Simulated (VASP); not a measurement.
# Sr (Fm-3m) in VASP: a series of runs

Runs on Sr. Level: HSE06. Tasks: single point.

Everything below comes from runs of VASP 6.6.1. Logs are shortened: lines on timing, memory, paths and dates and some standing lists are left out, and cuts for length are marked.

### 1 The cell of the first run

Symmetry: Fm-3m, No. 225, cubic system. The conventional cell has a = 5.918 Å, b = 5.918 Å, c = 5.918 Å, α = 90.00°, β = 90.00°, γ = 90.00°. Within 5.5 Å of Sr (site symmetry m-3m) lie 12 Sr at 4.18 Å.

### 2 Single point, HSE06

File POSCAR:

```
Sr
1.0
    0.0000000000      2.9589731932      2.9589731932
    2.9589731932      0.0000000000      2.9589731932
    2.9589731932      2.9589731932      0.0000000000
Sr
1
Direct
    0.0000000000      0.0000000000      0.0000000000
```

File INCAR.step1:

```
ALGO = Normal
EDIFF = 1E-5
ENCUT = 520
GGA = PE
ISIF = 2
ISMEAR = -1
LASPH = True
LCHARG = False
LREAL = False
LWAVE = True
NBANDS = 11
NELM = 80
PREC = Accurate
SIGMA = 0.1
```

File INCAR.step2:

```
ALGO = Normal
EDIFF = 1E-6
ENCUT = 520
GGA = PE
HFSCREEN = 0.2079
ISIF = 2
ISMEAR = -1
ISTART = 1
LASPH = True
LCHARG = False
LHFCALC = True
LREAL = False
LWAVE = False
NBANDS = 11
NELM = 80
PREC = Accurate
PRECFOCK = Normal
SIGMA = 0.1
```

File KPOINTS:

```
k-points
0
Gamma
  6 6 6
```

Potentials or basis: VASP PAW PBE potentials, release 64 (Sr_sv).

Command:

```sh
cat potpaw_PBE.64/Sr_sv/POTCAR > POTCAR
cp INCAR.step1 INCAR
mpirun -np 1 vasp_std > vasp.out
cp INCAR.step2 INCAR
mpirun -np 1 vasp_std > vasp.out
```

OUTCAR:

```text
EDIFF = 1E-6
   ENCUT = 520
   GGA = PE
   HFSCREEN = 0.2079
   ISIF = 2
   ISMEAR = -1
   ISTART = 1
   LASPH = True
   LHFCALC = True
   LREAL = False
   NELM = 80
   PREC = Accurate
   PRECFOCK = Normal

 ion  position               nearest neighbor table
   1  0.000  0.000  0.000-

  LATTYP: Found a face centered cubic cell.
 ALAT       =     5.9179463864

  Lattice vectors:

 A1 = (   0.0000000000,   2.9589731932,   2.9589731932)
 A2 = (   2.9589731932,   0.0000000000,   2.9589731932)
 A3 = (   2.9589731932,   2.9589731932,   0.0000000000)

Analysis of symmetry for initial positions (statically):
=====================================================================
 Subroutine PRICEL returns:
 Original cell was already a primitive cell.

 Routine SETGRP: Setting up the symmetry group for a
 face centered cubic supercell.

 Subroutine GETGRP returns: Found 48 space group operations
 (whereof 48 operations were pure point group operations)
 out of a pool of 48 trial point group operations.

The static configuration has the point symmetry O_h .

Analysis of symmetry for dynamics (positions and initial velocities):
=====================================================================
 Subroutine PRICEL returns:
 Original cell was already a primitive cell.

 Routine SETGRP: Setting up the symmetry group for a
 face centered cubic supercell.

 Subroutine GETGRP returns: Found 48 space group operations
 (whereof 48 operations were pure point group operations)
 out of a pool of 48 trial point group operations.

The dynamic configuration has the point symmetry O_h .

 Subroutine INISYM returns: Found 48 space group operations
 (whereof 48 operations are pure point group operations),
 and found     1 'primitive' translations

----------------------------------------------------------------------------------------

                                     Primitive cell

  volume of cell :      51.8147

  direct lattice vectors                    reciprocal lattice vectors
     0.000000000  2.958973193  2.958973193    -0.168977536  0.168977536  0.168977536
     2.958973193  0.000000000  2.958973193     0.168977536 -0.168977536  0.168977536
     2.958973193  2.958973193  0.000000000     0.168977536  0.168977536 -0.168977536

  length of vectors
     4.184620021  4.184620021  4.184620021     0.292677678  0.292677678  0.292677678

  position of ions in fractional coordinates (direct lattice)
     0.000000000  0.000000000  0.000000000

  ion indices of the primitive-cell ions
   primitive index   ion index
                 1           1

----------------------------------------------------------------------------------------

 KPOINTS: k-points

Automatic generation of k-mesh.
 Grid dimensions read from file:
 generate k-points for:    6    6    6

 Generating k-lattice:

  Cartesian coordinates                     Fractional coordinates (reciprocal lattice)
    -0.028162923  0.028162923  0.028162923     0.166666667  0.000000000  0.000000000
     0.028162923 -0.028162923  0.028162923     0.000000000  0.166666667  0.000000000
     0.028162923  0.028162923 -0.028162923     0.000000000  0.000000000  0.166666667

  Length of vectors
     0.048779613  0.048779613  0.048779613

  Shift w.r.t. Gamma in fractional coordinates (k-lattice)
     0.000000000  0.000000000  0.000000000

 Subroutine IBZKPT returns following result:
 ===========================================

 Found     16 irreducible k-points:

 Following reciprocal coordinates:
            Coordinates               Weight
  0.000000  0.000000  0.000000      1.000000
  0.166667  0.000000  0.000000      8.000000
  0.333333  0.000000  0.000000      8.000000
  0.500000  0.000000  0.000000      4.000000
  0.166667  0.166667  0.000000      6.000000
  0.333333  0.166667  0.000000     24.000000
[... 8 lines left out ...]
 -0.333333  0.333333  0.166667     24.000000
 -0.333333  0.500000  0.166667     12.000000
   k-points           NKPTS =     16   k-points in BZ     NKDIM =    216   number of bands    NBANDS=     11
   number of dos      NEDOS =    301   number of ions     NIONS =      1
   total plane-waves  NPLWV =  32768
   dimension x,y,z NGX =    32 NGY =   32 NGZ =   32
   dimension x,y,z NGXF=    64 NGYF=   64 NGZF=   64
   ions per type =               1
   NGX,Y,Z   is equivalent  to a cutoff of  12.71, 12.71, 12.71 a.u.
   NGXF,Y,Z  is equivalent  to a cutoff of  25.43, 25.43, 25.43 a.u.
 SYSTEM =  unknown system
   PREC   = accura    normal or accurate (medium, high low for compatibility)
   ISTART =      1    job   : 0-new  1-cont  2-samecut
   ICHARG =      0    charge: 1-file 2-atom 10-const
   ISPIN  =      1    spin polarized calculation?
   LNONCOLLINEAR =      F non collinear calculations
   LSORBIT =      F    spin-orbit coupling
   LASPH  =      T    aspherical Exc in radial PAW
   ENCUT  =  520.0 eV  38.22 Ry    6.18 a.u.   7.78  7.78  7.78*2*pi/ulx,y,z
   NELM   =     80;   NELMIN=  2; NELMDL=  0     # of ELM steps
   EDIFF  = 0.1E-05   stopping-criterion for ELM
   LREAL  =      F    real-space projection
   EDIFFG = 0.1E-04   stopping-criterion for IOM
   NSW    =      0    number of steps for IOM
   IBRION =     -1    ionic relax: 0-MD 1-quasi-New 2-CG
   NFREE  =      0    steps in history (QN), initial steepest desc. (CG)
   ISIF   =      2    stress and relaxation
   ISYM   =      3    0-nonsym 1-usesym 2-fastsym
   POTIM  = 0.5000    time-step for ionic-motion
   TEBEG  =    0.0;   TEEND  =   0.0 temperature during run
   PSTRESS=    0.0 pullay stress
   NELECT =      10.0000    total number of electrons
   NUPDOWN=      -1.0000    fix difference up-down
   EMIN   =  10.00;   EMAX   =-10.00  energy-range for DOS
   EFERMI =   0.00;   METHOD = LEGACY
   ISMEAR =    -1;   SIGMA  =   0.10  broadening in eV -4-tet -1-fermi 0-gaus
   EFERMI_NEDOS =   21; number of points for ismear=-14 and -15
   IALGO  =     38    algorithm
   IMIX   =      1    mixing-type and parameters
     AMIX     =   0.40;   BMIX     =  1.00
     AMIX_MAG =   1.60;   BMIX_MAG =  1.00
  volume/ion in A,a.u.               =      51.81       349.66
  Fermi-wavevector in a.u.,A,eV,Ry     =   0.946071  1.787815 12.177903  0.895051
  Thomas-Fermi vector in A             =   2.074034
   LORBIT       =      0    0 simple, 1 ext, 2 COOP (PROOUT), +10 PAW based schemes
   GGA     = PE    functional components
   LHFCALC =     T    Hartree Fock is set to
   PRECFOCK=normal    Normal, Fast or Accurate (Low or Medium for compatibility)
   ENCUT4O =  -1.0   cutoff for four orbital integrals eV
   NKREDX  =     1    reduce k-point grid by
   NKREDY  =     1    reduce k-point grid by
   NKREDZ  =     1    reduce k-point grid by
   AEXX    =    0.2500 exact exchange contribution
   HFSCREEN=    0.2079 screening length (either q_TF or 0.3 A-1)
   HFSCREENC=   0.2079 screening length for correlation (either q_TF or 0.3 A-1)
   ENCUTFOCK=  -1.0 apply spherical cutoff to Coloumb kernel
   IVDW    =     0    specifies the selected vdW correction
   LEPSILON=     F    determine dielectric tensor
   LRPA    =     F    only Hartree local field effects (RPA)
 non-spin polarized calculation
  energy-cutoff  :      520.00
  volume of cell :       51.81
 maximum number of plane-waves:      1411
  NGX = 24; NGY = 24; NGZ = 24

 number of electron      10.0000000 magnetization

 Free energy of the ion-electron system (eV)
  ---------------------------------------------------
  ext. energy  EPLUGINS =         0.00000000
  ---------------------------------------------------
  free energy    TOTEN  =        -1.58500202 eV

  energy without entropy =       -1.53872168  energy(sigma->0) =       -1.56186185

 E-fermi :   1.8768     XC(G=0):  -6.3504

 val. band max:        1.8342117882   @ k =   0.5000   0.0000   0.0000
 cond. band min:       1.9863252709   @ k =  -0.3333   0.3333   0.1667
 fundamental gap:      0.1521134827
 Fermi energy:         1.8767552323

 k-point     1 :       0.0000    0.0000    0.0000
  band No.  band energies     occupation
      1     -37.6662      2.00000
      2     -18.2440      2.00000
      3     -18.2440      2.00000
      4     -18.2440      2.00000
      5      -2.5807      2.00000
      6       4.8347      0.00000
      7       4.8347      0.00000
      8       4.8347      0.00000
      9       6.5088      0.00000
     10       6.5088      0.00000
     11       9.6086      0.00000

 k-point     2 :       0.1667    0.0000    0.0000
  band No.  band energies     occupation
      1     -37.6613      2.00000
      2     -18.3116      2.00000
      3     -18.2525      2.00000
      4     -18.2525      2.00000
      5      -2.0427      2.00000
      6       4.1150      0.00000
      7       5.0031      0.00000
      8       5.0031      0.00000
      9       6.2900      0.00000
     10       6.2900      0.00000
     11      10.1211      0.00000

 k-point     3 :       0.3333    0.0000    0.0000
  band No.  band energies     occupation
      1     -37.6513      2.00000
      2     -18.4417      2.00000
      3     -18.2694      2.00000
      4     -18.2694      2.00000
      5      -0.6359      2.00000
      6       2.8807      0.00009
      7       4.8224      0.00000
      8       4.8224      0.00000
      9       6.8826      0.00000
     10       6.8826      0.00000
     11       8.8456      0.00000
[... 155 lines left out ...]
 k-point    15 :      -0.3333    0.3333    0.1667
  band No.  band energies     occupation
      1     -37.6416      2.00000
      2     -18.4426      2.00000
      3     -18.3766      2.00000
      4     -18.3146      2.00000
      5       1.8324      1.21829
      6       1.9863      0.50109
      7       3.1645      0.00001
      8       5.1348      0.00000
      9       6.9442      0.00000
     10       8.0763      0.00000
     11       8.1356      0.00000

 k-point    16 :      -0.3333    0.5000    0.1667
  band No.  band energies     occupation
      1     -37.6401      2.00000
      2     -18.4455      2.00000
      3     -18.3720      2.00000
      4     -18.3388      2.00000
      5       1.6320      1.84070
      6       2.6107      0.00130
      7       2.8995      0.00007
      8       5.1724      0.00000
      9       8.0756      0.00000
     10       8.1644      0.00000
     11       8.2498      0.00000

------------------------ aborting loop because EDIFF is reached ----------------------------------------

  FORCE on cell =-STRESS in cart. coord.  units (eV):
  Direction    XX          YY          ZZ          XY          YZ          ZX
  --------------------------------------------------------------------------------------
  -------------------------------------------------------------------------------------
  Total        0.4329229      0.4329229      0.4329229      0.0000000      0.0000000      0.0000000
  in kB       13.3865318     13.3865318     13.3865318      0.0000000      0.0000000      0.0000000
  external PRESSURE =      13.3865318 kB  Pullay stress =       0.0000000 kB

 VOLUME and BASIS-vectors are now :
 -----------------------------------------------------------------------------
  energy-cutoff  :      520.00
  volume of cell :       51.81
      direct lattice vectors                 reciprocal lattice vectors
     0.000000000  2.958973193  2.958973193    -0.168977536  0.168977536  0.168977536
     2.958973193  0.000000000  2.958973193     0.168977536 -0.168977536  0.168977536
     2.958973193  2.958973193  0.000000000     0.168977536  0.168977536 -0.168977536

 POSITION                                       TOTAL-FORCE (eV/Angst)
 -----------------------------------------------------------------------------------
      0.00000      0.00000      0.00000         0.000000      0.000000      0.000000
 -----------------------------------------------------------------------------------
    total drift:                                0.000000      0.000000      0.000000

  FREE ENERGIE OF THE ION-ELECTRON SYSTEM (eV)
  ---------------------------------------------------
  free  energy   TOTEN  =        -1.5850020190 eV

  energy  without entropy=       -1.5387216797  energy(sigma->0) =       -1.56186185
```

Run time: 21 min. Hardware: 1 thread of Intel Xeon Platinum 8259CL at 2.50GHz (Skylake/Cascade Lake), shared host; peak memory 0.29 GiB.

Results:

| Item | Value |
| --- | --- |
| Free energy | -1.5850 eV |
| Pressure | 1.3 GPa |
| Band gap on the k mesh | zero (filled and empty bands touch) |

Levels at points of the mesh, in eV from the Fermi level:
```
           k point  band 2  band 3  band 4  band 5  band 6  band 7  band 8  band 9
(0.00, 0.00, 0.00)  -20.12  -20.12  -20.12   -4.46    2.96    2.96    2.96    4.63
(0.50, 0.00, 0.00)  -20.38  -20.15  -20.15   -1.20   -0.04    2.74    2.74    5.83
(0.50, 0.50, 0.00)  -20.36  -20.21  -20.21   -0.79    0.64    1.23    5.84    5.98
```

Caveat: the PAW data sets were made with another functional, which shifts forces and pressure a little.

### 3 Single point, HSE06

This run uses another cell than the first one, of 53.45 Å³/atom.

File POSCAR:

```
Sr
1.0
    0.0000000000      2.9897980490      2.9897980490
    2.9897980490      0.0000000000      2.9897980490
    2.9897980490      2.9897980490      0.0000000000
Sr
1
Direct
    0.0000000000      0.0000000000      0.0000000000
```

File INCAR.step1:

```
PREC = Accurate
ENCUT = 520
EDIFF = 1E-5
ISMEAR = -1
SIGMA = 0.1
LREAL = False
LASPH = True
NELM = 80
ALGO = Normal
ISIF = 2
LWAVE = True
LCHARG = False
NBANDS = 11
GGA = PE
```

File INCAR.step2:

```
PREC = Accurate
ENCUT = 520
EDIFF = 1E-6
ISMEAR = -1
SIGMA = 0.1
LREAL = False
LASPH = True
NELM = 80
ALGO = Normal
ISIF = 2
LWAVE = False
LCHARG = False
GGA = PE
LHFCALC = True
HFSCREEN = 0.2079
PRECFOCK = Normal
NBANDS = 11
ISTART = 1
```

File KPOINTS:

```
regular mesh
0
Gamma
  6 6 6
```

Potentials or basis: VASP PAW PBE potentials, release 64 (Sr_sv).

Command:

```sh
cat potpaw_PBE.64/Sr_sv/POTCAR > POTCAR
cp INCAR.step1 INCAR
mpirun -np 1 vasp_std > vasp.out
cp INCAR.step2 INCAR
mpirun -np 1 vasp_std > vasp.out
```

Wall time 18 min (1 thread of Intel Xeon Platinum 8259CL at 2.50GHz (Skylake/Cascade Lake), shared host); peak memory 0.29 GiB.

The run converged. Its results:

* Free energy: -1.5964 eV
* Pressure: 0.9 GPa
* Band gap on the k mesh: zero (bands 5 and 6 overlap by 0.05 eV)

Levels at points of the mesh, in eV from the Fermi level:
```tsv
k point	band 1	band 2	band 3	band 4	band 5	band 6	band 7	band 8	band 9	band 10
(0.00, 0.00, 0.00)	-39.59	-20.18	-20.18	-20.18	-4.39	2.93	2.93	2.93	4.55	4.55
(0.50, 0.00, 0.00)	-39.58	-20.41	-20.21	-20.21	-1.18	-0.08	2.72	2.72	5.71	5.71
(0.50, 0.50, 0.00)	-39.57	-20.39	-20.26	-20.26	-0.74	0.67	1.15	5.72	5.82	5.98
```

Caveat: the PAW data sets were made with another functional, which shifts forces and pressure a little.
